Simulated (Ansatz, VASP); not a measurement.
## BePd in VASP and in Ansatz

File INCAR:

```
SYSTEM = BePd
ALGO     = Normal         ! electronic algorithm
EDIFF    = 1E-7           ! SCF threshold, eV
ENCUT    = 520            ! plane-wave cutoff, eV
GGA      = CA             ! functional
ISIF     = 2              ! what is computed and relaxed
ISMEAR   = -1             ! smearing method
LASPH    = .True.         ! aspherical terms in the spheres
LCHARG   = .False.        ! write CHGCAR
LREAL    = .False.        ! projectors in reciprocal space
LWAVE    = .False.        ! write WAVECAR
NBANDS   = 13             ! bands
NELM     = 100            ! most SCF steps
PREC     = Accurate       ! precision mode
SIGMA    = 0.08           ! smearing width, eV
```

The input KPOINTS:

```
k-points
0
Gamma
  12 12 12
  0 0 0
```

File POSCAR:

```
BePd
1.0
    2.7941202365      0.0000000000      0.0000000000
    0.0000000000      2.7941202365      0.0000000000
    0.0000000000      0.0000000000      2.7941202365
Be Pd
1 1
Direct
    0.0000000000      0.0000000000      0.0000000000
    0.5000000000      0.5000000000      0.5000000000
```

Input for Ansatz:

```yaml
crystal:
  lattice:
    - [2.7941202365, 0.0, 0.0]
    - [0.0, 2.7941202365, 0.0]
    - [0.0, 0.0, 2.7941202365]
  atoms:
    - { symbol: Be, position: [0.0, 0.0, 0.0] }
    - { symbol: Pd, position: [0.5, 0.5, 0.5] }
kpoints:
  mp_grid: { grid: [12, 12, 12] }
  band_path:
    path:
      - [0.0, 0.0, 0.0]
      - [0.0, 0.5, 0.0]
      - [0.5, 0.5, 0.0]
      - [0.0, 0.0, 0.0]
      - [0.5, 0.5, 0.5]
      - [0.0, 0.5, 0.0]
      - [0.5, 0.5, 0.5]
      - [0.5, 0.5, 0.0]
    npoints: 5
scf:
  occupations: { method: fermi_dirac, width: 0.08 }
hamiltonian:
  xc: lda
  pseudopotentials: { kind: all_electron, lapw: { basis_error: 0.001 } }
output:
  forces: true
  stress: true
  eigenvalues: true
```

Change from the starting cell: volume scaled by 0.98.

Alike in both runs: task single point; functional LDA; k mesh 12 × 12 × 12; occupations fermi-dirac, width 0.08 eV; no spin polarisation.

|  | VASP | Ansatz |
| --- | --- | --- |
| version | VASP 6.6.1 | Ansatz 0.2.0 |
| potentials or method | VASP PAW LDA potentials, release 64 (Be, Pd), cutoff 520 eV | all-electron LAPW, scalar-relativistic |

|  | VASP | Ansatz | Ansatz less VASP |
| --- | --- | --- | --- |
| pressure (GPa) | -3.8 | -4.4 | -0.66 |

LDA's correlation is that of Perdew and Zunger in VASP and of Perdew and Wang (1992) in Ansatz. Ansatz ran all-electron here, and VASP with PAW potentials.
